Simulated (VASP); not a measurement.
# H6C2O in VASP: notebook

The runs below take H6C2O through single point, relaxation of the atoms, with r2SCAN+D3(BJ).

Program: VASP 6.6.1. These are calculated values, not measurements. Logs are shortened: lines on timing, memory, paths and dates and some standing lists are left out, and cuts for length are marked.

## 1. The cell of the first run

The cell holds a disordered packing, 36 atoms: a = 7.529 Å, b = 7.529 Å, c = 7.529 Å, α = 90.00°, β = 90.00°, γ = 90.00°.

## 2. Single point, r2SCAN+D3(BJ)

The input, POSCAR:

```
H6C2O
1.0
    7.5290720000      0.0000000000      0.0000000000
    0.0000000000      7.5290720000      0.0000000000
    0.0000000000      0.0000000000      7.5290720000
C O H
8 4 24
Direct
    0.3878535034      0.2699715618      0.6677428768
    0.2282053866      0.1627758418      0.6086460157
    0.7303902185      0.7131114016      0.7324285116
    0.8987982353      0.7202896325      0.8414197546
    0.3466410135      0.8674763549      0.1200472593
    0.2493737472      0.7030092725      0.1822272605
    0.7001554639      0.2870161818      0.1915059005
    0.8181199684      0.1505047487      0.1034020349
    0.2259442521      0.0028838995      0.7116653352
    1.0453982272      0.6671164023      0.7338247763
    0.2492368886      0.5755693965      0.0399343693
    0.9983336596      0.1792978648      0.1592233607
    0.1433516024     -0.0828894940      0.6614154006
    0.1057343555      0.2394715353      0.6288543792
    0.2371003271      0.1320101902      0.4663299366
    0.3989700087      0.3925921674      0.5910106386
    0.3773564445      0.3062500841      0.8077191334
    0.5094731728      0.1924103704      0.6497179100
    1.1411629236      0.6427137845      0.8178093217
    0.9213787335      0.8561348111      0.8919625220
    0.8867262184      0.6325453399      0.9577291666
    0.6169089075      0.7616444688      0.8086265048
    0.7434924480      0.7947796729      0.6130843923
    0.7028468038      0.5765335121      0.6912805243
    0.1851605764      0.4716904869      0.0799933418
    0.3149106561      0.6454476571      0.2989676319
    0.1120415218      0.7355578506      0.2199211539
    0.3433415601      0.9690346741      0.2237283929
    0.4857963345      0.8370808657      0.0913872689
    0.2884047273      0.9207170569     -0.0022244827
    1.0720172255      0.0934089162      0.0994990216
    0.7753079495      0.0162238551      0.1411443738
    0.8086129201      0.1614350762     -0.0420307394
    0.5629926497      0.2701727060      0.1471522912
    0.7043528960      0.2735201570      0.3359965849
    0.7422207730      0.4212738968      0.1563020760
```

The input, INCAR.step1:

```
SYSTEM = H6C2O
ALGO = Normal
EDIFF = 1E-4
ENCUT = 520
GGA = PE
ISMEAR = -1
LASPH = .True.
LCHARG = .False.
LREAL = Auto
LWAVE = .True.
NBANDS = 64
NELM = 100
PREC = Accurate
SIGMA = 0.02
```

The input, INCAR.step2:

```
SYSTEM = H6C2O
ALGO = Normal
EDIFF = 1E-7
ENCUT = 520
ISIF = 2
ISMEAR = -1
ISTART = 1
IVDW = 12
LASPH = .True.
LCHARG = .False.
LMIXTAU = .True.
LREAL = Auto
LWAVE = .False.
METAGGA = R2SCAN
NBANDS = 64
NELM = 100
PREC = Accurate
SIGMA = 0.02
VDW_A1 = 0.49484001
VDW_A2 = 5.73083694
VDW_S6 = 1.0
VDW_S8 = 0.78981345
```

The input, KPOINTS:

```
k-points
0
Gamma
  1 1 1
  0 0 0
```

Potentials or basis: VASP PAW PBE potentials, release 64 (C, O, H).

Command:

```bash
> cat potpaw_PBE.64/C/POTCAR potpaw_PBE.64/O/POTCAR potpaw_PBE.64/H/POTCAR > POTCAR
> cp INCAR.step1 INCAR
> mpirun -np 1 vasp_gam > vasp.out
> cp INCAR.step2 INCAR
> mpirun -np 1 vasp_gam > vasp.out
```

OUTCAR:

```text
SYSTEM = H6C2O
   EDIFF = 1E-7
   ENCUT = 520
   ISIF = 2
   ISMEAR = -1
   ISTART = 1
   IVDW = 12
   LASPH = .True.
   LREAL = Auto
   METAGGA = R2SCAN
   NELM = 100
   PREC = Accurate
 IVDW          = 12

 ion  position               nearest neighbor table
   1  0.388  0.270  0.668-  17 1.09  16 1.09  18 1.09   2 1.51
   2  0.228  0.163  0.609-  15 1.10  14 1.10   9 1.43   1 1.51
   3  0.730  0.713  0.732-  22 1.09  23 1.09  24 1.09   4 1.51
   4  0.899  0.720  0.841-  21 1.10  20 1.10  10 1.43   3 1.51
   5  0.347  0.867  0.120-  28 1.09  29 1.09  30 1.10   6 1.51
   6  0.249  0.703  0.182-  26 1.10  27 1.10  11 1.44   5 1.51
   7  0.700  0.287  0.192-  36 1.09  34 1.09  35 1.09   8 1.51
   8  0.818  0.151  0.103-  32 1.10  33 1.10  12 1.44   7 1.51
   9  0.226  0.003  0.712-  13 0.97   2 1.43
  10  0.045  0.667  0.734-  19 0.98   4 1.43
  11  0.249  0.576  0.040-  25 0.97   6 1.44
  12  0.998  0.179  0.159-  31 0.96   8 1.44
  13  0.143  0.917  0.661-   9 0.97
  14  0.106  0.239  0.629-   2 1.10
  15  0.237  0.132  0.466-   2 1.10
  16  0.399  0.393  0.591-   1 1.09
  17  0.377  0.306  0.808-   1 1.09
[... 17 lines left out ...]
  35  0.704  0.274  0.336-   7 1.09
  36  0.742  0.421  0.156-   7 1.09

  LATTYP: Found a simple cubic cell.
 ALAT       =     7.5290720000

  Lattice vectors:

 A1 = (   7.5290720000,   0.0000000000,   0.0000000000)
 A2 = (   0.0000000000,   7.5290720000,   0.0000000000)
 A3 = (   0.0000000000,   0.0000000000,   7.5290720000)

Analysis of symmetry for initial positions (statically):
=====================================================================
 Subroutine PRICEL returns:
 Original cell was already a primitive cell.

 Routine SETGRP: Setting up the symmetry group for a
 simple cubic supercell.

 Subroutine GETGRP returns: Found  1 space group operations
 (whereof  1 operations were pure point group operations)
 out of a pool of 48 trial point group operations.

The static configuration has the point symmetry C_1 .

Analysis of symmetry for dynamics (positions and initial velocities):
=====================================================================
 Subroutine PRICEL returns:
 Original cell was already a primitive cell.

 Routine SETGRP: Setting up the symmetry group for a
 simple cubic supercell.

 Subroutine GETGRP returns: Found  1 space group operations
 (whereof  1 operations were pure point group operations)
 out of a pool of 48 trial point group operations.

The dynamic configuration has the point symmetry C_1 .

 Subroutine INISYM returns: Found  1 space group operations
 (whereof  1 operations are pure point group operations),
[... 146 lines left out ...]
   ISIF   =      2    stress and relaxation
   ISYM   =      2    0-nonsym 1-usesym 2-fastsym
   POTIM  = 0.5000    time-step for ionic-motion
   TEBEG  =    0.0;   TEEND  =   0.0 temperature during run
   PSTRESS=    0.0 pullay stress
   NELECT =      80.0000    total number of electrons
   NUPDOWN=      -1.0000    fix difference up-down
   EMIN   =  10.00;   EMAX   =-10.00  energy-range for DOS
   EFERMI =   0.00;   METHOD = LEGACY
   ISMEAR =    -1;   SIGMA  =   0.02  broadening in eV -4-tet -1-fermi 0-gaus
   EFERMI_NEDOS =   21; number of points for ismear=-14 and -15
   IALGO  =     38    algorithm
   IMIX   =      4    mixing-type and parameters
     AMIX     =   0.40;   BMIX     =  1.00
     AMIX_MAG =   1.60;   BMIX_MAG =  1.00
  volume/ion in A,a.u.               =      11.86        80.01
  Fermi-wavevector in a.u.,A,eV,Ry     =   0.936907  1.770498 11.943135  0.877796
  Thomas-Fermi vector in A             =   2.063965
   LORBIT       =      0    0 simple, 1 ext, 2 COOP (PROOUT), +10 PAW based schemes
   METAGGA = R2SCAN    functional components
   LHFCALC =     F    Hartree Fock is set to
   AEXX    =    0.0000 exact exchange contribution
   IVDW    =    12    specifies the selected vdW correction
   LEPSILON=     F    determine dielectric tensor
   LRPA    =     F    only Hartree local field effects (RPA)
 non-spin polarized calculation
  energy-cutoff  :      520.00
  volume of cell :      426.80
 maximum number of plane-waves:      5730
 NGX is ok and might be reduce to    54
   NGX = 27   NGY = 27   NGZ = 27

 number of electron      79.9999999 magnetization

 Free energy of the ion-electron system (eV)
  ---------------------------------------------------
  ext. energy  EPLUGINS =         0.00000000
  ---------------------------------------------------
  free energy    TOTEN  =      -199.46557878 eV

  energy without entropy =     -199.46557878  energy(sigma->0) =     -199.46557878

 E-fermi :  -3.1700     XC(G=0):  -6.2476

 val. band max:       -3.6477031852   @ k =   0.0000   0.0000   0.0000
 cond. band min:       1.7866540603   @ k =   0.0000   0.0000   0.0000
 fundamental gap:      5.4343572455
 Fermi energy:        -3.1699570768

 k-point     1 :       0.0000    0.0000    0.0000
  band No.  band energies     occupation
      1     -24.4611      2.00000
      2     -24.2545      2.00000
      3     -23.9248      2.00000
      4     -23.6737      2.00000
      5     -17.0193      2.00000
      6     -16.9565      2.00000
[... 44 lines left out ...]
     51       5.4117      0.00000
     52       5.4793      0.00000
 [bands above 52 left out]

------------------------ aborting loop because EDIFF is reached ----------------------------------------

 Edisp (eV)   -0.57670

 E8    (eV) :    -0.0892

  FORCE on cell =-STRESS in cart. coord.  units (eV):
  Direction    XX          YY          ZZ          XY          YZ          ZX
  --------------------------------------------------------------------------------------
  -------------------------------------------------------------------------------------
  Total      -1.68610    -2.06490    -1.87519    -0.45650     0.29711    -0.03579
  in kB      -6.32952    -7.75149    -7.03935    -1.71369     1.11531    -0.13437
  external pressure =       -7.04 kB  Pullay stress =        0.00 kB

 VOLUME and BASIS-vectors are now :
 -----------------------------------------------------------------------------
  energy-cutoff  :      520.00
  volume of cell :      426.80
      direct lattice vectors                 reciprocal lattice vectors
     7.529072000  0.000000000  0.000000000     0.132818493  0.000000000  0.000000000
     0.000000000  7.529072000  0.000000000     0.000000000  0.132818493  0.000000000
     0.000000000  0.000000000  7.529072000     0.000000000  0.000000000  0.132818493

 POSITION                                       TOTAL-FORCE (eV/Angst)
 -----------------------------------------------------------------------------------
      2.92018      2.03264      5.02748        -0.016826     -0.018688     -0.078988
      1.71817      1.22555      4.58254         0.120164      0.048002      0.056328
      5.49916      5.36907      5.51451        -0.015091     -0.044383     -0.024597
      6.76712      5.42311      6.33511        -0.220561      0.127672      0.084601
      2.60989      6.53129      0.90384         0.032592     -0.088634     -0.018265
      1.87755      5.29301      1.37200         0.007719      0.159514      0.106738
[... 28 lines left out ...]
      5.30312      2.05935      2.52974         0.020944      0.012556     -0.031271
      5.58823      3.17180      1.17681         0.016518      0.042846      0.006445
 -----------------------------------------------------------------------------------
    total drift:                                0.006665      0.002475      0.007688

  FREE ENERGIE OF THE ION-ELECTRON SYSTEM (eV)
  ---------------------------------------------------
  free  energy   TOTEN  =      -200.0422795853 eV

  energy  without entropy=     -200.0422795853  energy(sigma->0) =     -200.04227959
```

OSZICAR.step1:

```text
N       E                     dE             d eps       ncg     rms          rms(c)
DAV:   1     0.557041031364E+03    0.55704E+03   -0.38742E+04   128   0.109E+03
DAV:   2    -0.133196464818E+03   -0.69024E+03   -0.64050E+03   160   0.252E+02
DAV:   3    -0.206184907064E+03   -0.72988E+02   -0.72491E+02   160   0.888E+01
DAV:   4    -0.207905119047E+03   -0.17202E+01   -0.17157E+01   168   0.156E+01
DAV:   5    -0.207949535978E+03   -0.44417E-01   -0.44393E-01   160   0.232E+00    0.239E+01
DAV:   6    -0.191137115492E+03    0.16812E+02   -0.31092E+01   160   0.183E+01    0.115E+01
DAV:   7    -0.188711046534E+03    0.24261E+01   -0.53319E+00   160   0.785E+00    0.600E+00
DAV:   8    -0.188291893227E+03    0.41915E+00   -0.10787E+00   160   0.437E+00    0.121E+00
DAV:   9    -0.188275062468E+03    0.16831E-01   -0.14787E-01   152   0.172E+00    0.545E-01
DAV:  10    -0.188284421436E+03   -0.93590E-02   -0.34514E-02   144   0.706E-01    0.248E-01
DAV:  11    -0.188285030576E+03   -0.60914E-03   -0.33992E-03   152   0.272E-01    0.142E-01
DAV:  12    -0.188285846339E+03   -0.81576E-03   -0.28090E-03   144   0.231E-01    0.588E-02
DAV:  13    -0.188285774178E+03    0.72160E-04   -0.51647E-04   160   0.104E-01
   1 F= -.18828577E+03 E0= -.18828577E+03  d E =-.510680E-11
```

It took 2.1 min on 1 thread of Oxide Virtual Turin-like, shared host; peak memory 0.42 GiB.

Results:

| Item | Value |
| --- | --- |
| Free energy | -200.0423 eV |
| Pressure | -0.7 GPa |
| Largest force | 0.269 eV/Å |
| Band gap on the k mesh | 5.43 eV |
| Dispersion energy per atom | -0.016 eV |

Forces in eV/Å, atoms in the order of the input:
```
C   -0.017 -0.019 -0.079
C    0.120  0.048  0.056
C   -0.015 -0.044 -0.025
C   -0.221  0.128  0.085
C    0.033 -0.089 -0.018
C    0.008  0.160  0.107
C    0.034 -0.048  0.008
C   -0.093  0.078 -0.074
O   -0.203 -0.008 -0.100
O    0.154  0.026  0.108
O   -0.046 -0.042 -0.078
O   -0.030  0.146  0.011
H    0.120 -0.051  0.152
H   -0.029 -0.013  0.010
H   -0.004 -0.023  0.019
H   -0.016  0.007 -0.011
H   -0.030  0.000  0.046
H   -0.010  0.017 -0.007
H    0.072 -0.076 -0.075
H   -0.026 -0.086 -0.040
H    0.040  0.011 -0.062
H    0.010  0.002 -0.028
H   -0.001  0.019  0.001
H    0.009  0.047 -0.003
H   -0.056 -0.124 -0.015
H   -0.029  0.007  0.010
H    0.037 -0.012 -0.022
H    0.011  0.007  0.011
H   -0.040 -0.019  0.037
H    0.012 -0.013  0.037
H    0.114 -0.075 -0.102
H    0.032 -0.015 -0.006
H    0.001 -0.001  0.063
H    0.021  0.002  0.010
H    0.021  0.013 -0.031
H    0.017  0.043  0.006
```

Caveat: the k points lie up to 0.83 Å⁻¹ apart, too coarse for converged energies, forces and pressures; the PAW data sets were made with another functional, which shifts forces and pressure a little.

## 3. Relaxation of the atoms, r2SCAN+D3(BJ)

The input, POSCAR:

```
H6C2O
1.0
    7.5290720000      0.0000000000      0.0000000000
    0.0000000000      7.5290720000      0.0000000000
    0.0000000000      0.0000000000      7.5290720000
C O H
8 4 24
Direct
    0.4178846000      0.2637390000      0.5975209000
    0.2482055000      0.1732992000      0.5395944000
    0.6751077000      0.7123639000      0.7838736000
    0.8595470000      0.7149389000      0.8632545000
    0.3599146000      0.9115454000      0.1333921000
    0.2960318000      0.7294365000      0.1889002000
    0.6876078000      0.2541291000      0.2010422000
    0.8151627000      0.1115051000      0.1400999000
    0.2320127000      0.0144741000      0.6417056000
    0.9748499000      0.6299697000      0.7391586000
    0.3168365000      0.6150402000      0.0392507000
    0.9803441000      0.1434574000      0.2273265000
    0.1232275000     -0.0445662000      0.6053252000
    0.1340516000      0.2615556000      0.5618929000
    0.2534669000      0.1432478000      0.3968122000
    0.4380264000      0.3871329000      0.5236587000
    0.4119155000      0.2944659000      0.7391076000
    0.5311891000      0.1762984000      0.5742227000
    1.0937860000      0.6310208000      0.7891249000
    0.9017312000      0.8525164000      0.8879616000
    0.8601100000      0.6449673000      0.9913997000
    0.5799294000      0.7759765000      0.8732151000
    0.6746112000      0.7828827000      0.6571714000
    0.6330394000      0.5755798000      0.7604868000
    0.2760690000      0.4976030000      0.0737478000
    0.3739546000      0.6813230000      0.3026133000
    0.1562912000      0.7357686000      0.2307333000
    0.3473198000      1.0059337000      0.2430259000
    0.4990251000      0.9051596000      0.0929684000
    0.2816200000      0.9595407000      0.0211737000
    1.0631995000      0.0523384000      0.1889098000
    0.7628946000     -0.0205309000      0.1740418000
    0.8308665000      0.1167472000     -0.0049636000
    0.5576972000      0.2368832000      0.1384869000
    0.6713472000      0.2479620000      0.3450010000
    0.7392385000      0.3850773000      0.1662079000
```

The input, INCAR.step1:

```
SYSTEM = H6C2O
PREC = Accurate
ENCUT = 520
ISMEAR = -1
SIGMA = 0.02
LREAL = Auto
LASPH = .TRUE.
NELM = 60
GGA = PE
ALGO = Normal
EDIFF = 1E-4
LWAVE = .TRUE.
LCHARG = .FALSE.
```

The input, INCAR.step2:

```
SYSTEM = H6C2O
PREC = Accurate
ENCUT = 520
EDIFF = 1E-6
ISMEAR = -1
SIGMA = 0.02
LREAL = Auto
LASPH = .TRUE.
NELM = 60
ALGO = Normal
ISIF = 2
LWAVE = .FALSE.
LCHARG = .FALSE.
METAGGA = R2SCAN
LMIXTAU = .TRUE.
IVDW = 12
VDW_S6 = 1.0
VDW_S8 = 0.78981345
VDW_A1 = 0.49484001
VDW_A2 = 5.73083694
IBRION = 2
NSW = 35
EDIFFG = -0.3
ISTART = 1
```

The input, KPOINTS:

```
Automatic mesh
0
G
  1 1 1
  0 0 0
```

Potentials or basis: VASP PAW PBE potentials, release 64 (C, O, H).

Command:

```bash
> cat potpaw_PBE.64/C/POTCAR potpaw_PBE.64/O/POTCAR potpaw_PBE.64/H/POTCAR > POTCAR
> cp INCAR.step1 INCAR
> mpirun -np 1 vasp_gam > vasp.out
> cp INCAR.step2 INCAR
> mpirun -np 1 vasp_gam > vasp.out
```

It took 12 min on 1 thread of Oxide Virtual Turin-like, shared host; peak memory 0.47 GiB.

It converged, with:

```yaml
Free_energy: -199.4940 eV
Energy_gained_by_relaxing: 1.2 meV/atom
Ionic_steps: 6
Pressure_after_relaxing: 0.0 GPa
Largest_force_after_relaxing: 0.191 eV/Å
Band_gap_on_the_k_mesh: 5.37 eV
Dispersion_energy_per_atom: -0.016 eV
```

Forces in eV/Å, atoms in the order of the input:
```
C   -0.044 -0.020  0.078
C   -0.108 -0.084  0.104
C    0.052  0.017  0.029
C    0.131 -0.031 -0.071
C    0.001 -0.045 -0.017
C   -0.047 -0.147 -0.112
C    0.046 -0.022  0.002
C    0.161 -0.021 -0.017
O   -0.045 -0.050  0.047
O    0.120  0.038  0.022
O   -0.132 -0.042  0.014
O    0.052 -0.005  0.006
H    0.023  0.020 -0.009
H   -0.061  0.074  0.104
H    0.007  0.075 -0.082
H    0.022  0.039  0.022
H    0.048  0.078  0.137
H    0.021 -0.012  0.068
H    0.024  0.016  0.089
H    0.032  0.032  0.005
H    0.017 -0.029 -0.029
H   -0.024  0.004 -0.029
H    0.004  0.033 -0.100
H   -0.033 -0.085 -0.039
H   -0.028 -0.028  0.033
H   -0.014  0.004 -0.048
H   -0.053 -0.009  0.063
H    0.003  0.029  0.037
H    0.053 -0.022 -0.039
H   -0.001  0.026 -0.086
H   -0.057  0.007 -0.074
H   -0.056 -0.017 -0.012
H   -0.034  0.021 -0.042
H   -0.084  0.034 -0.040
H    0.003  0.032  0.022
H    0.006  0.091 -0.036
```

Stress tensor (GPa, compression positive):
```
 0.02 -0.04 -0.21
-0.04 -0.10  0.39
-0.21  0.39  0.02
```

The path:
```
step  energy change (eV)  largest force (eV/Å)  pressure (GPa)
   1              0.0000                0.6630           -0.25
   2              0.1203                2.3660            0.54
   3             -0.0182                0.3068           -0.06
   4             -0.0324                0.3388           -0.07
   5             -0.0324                0.3296           -0.07
   6             -0.0445                0.1910           -0.02
```

Final structure:
```
C O H
1.0
     7.52907    0.00000    0.00000
     0.00000    7.52907    0.00000
     0.00000    0.00000    7.52907
C O H
8 4 24
Direct
  0.41803 0.26400 0.59864
  0.24858 0.17513 0.54153
  0.67559 0.71259 0.78331
  0.85920 0.71483 0.86277
  0.35895 0.91098 0.13263
  0.29552 0.73019 0.18955
  0.68747 0.25478 0.20082
  0.81352 0.11225 0.13938
  0.23077 0.01348 0.64091
  0.97764 0.63102 0.73923
  0.31401 0.61357 0.03894
  0.98038 0.14173 0.22661
  0.12252 0.95400 0.60572
  0.13340 0.26132 0.56164
  0.25265 0.14533 0.39985
  0.43819 0.38681 0.52439
  0.41229 0.29524 0.73972
  0.53128 0.17653 0.57535
  0.09552 0.63094 0.79045
  0.90277 0.85175 0.88732
  0.86073 0.64463 0.99094
  0.57957 0.77478 0.87142
  0.67438 0.78318 0.65694
  0.63246 0.57636 0.76111
  0.27572 0.49636 0.07376
  0.37385 0.68079 0.30231
  0.15586 0.73485 0.23100
  0.34921 0.00446 0.24241
  0.49785 0.90621 0.09340
  0.28276 0.96003 0.01920
  0.06369 0.05222 0.18807
  0.76403 0.97974 0.17455
  0.83117 0.11730 0.99492
  0.55805 0.23746 0.13838
  0.67178 0.24840 0.34424
  0.73871 0.38555 0.16605
```

Levels at points of the mesh, in eV from the valence-band top:
| k point | band 37 | band 38 | band 39 | band 40 | band 41 | band 42 | band 43 | band 44 |
| --- | --- | --- | --- | --- | --- | --- | --- | --- |
| (0.00, 0.00, 0.00) | -0.50 | -0.37 | -0.07 | 0.00 | 5.37 | 6.48 | 6.90 | 7.17 |

Caveat: the k points lie up to 0.83 Å⁻¹ apart, too coarse for converged energies, forces and pressures; the PAW data sets were made with another functional, which shifts forces and pressure a little; the relaxation stopped at a loose force limit of 0.3 eV/Å, so its end isn't a converged minimum.
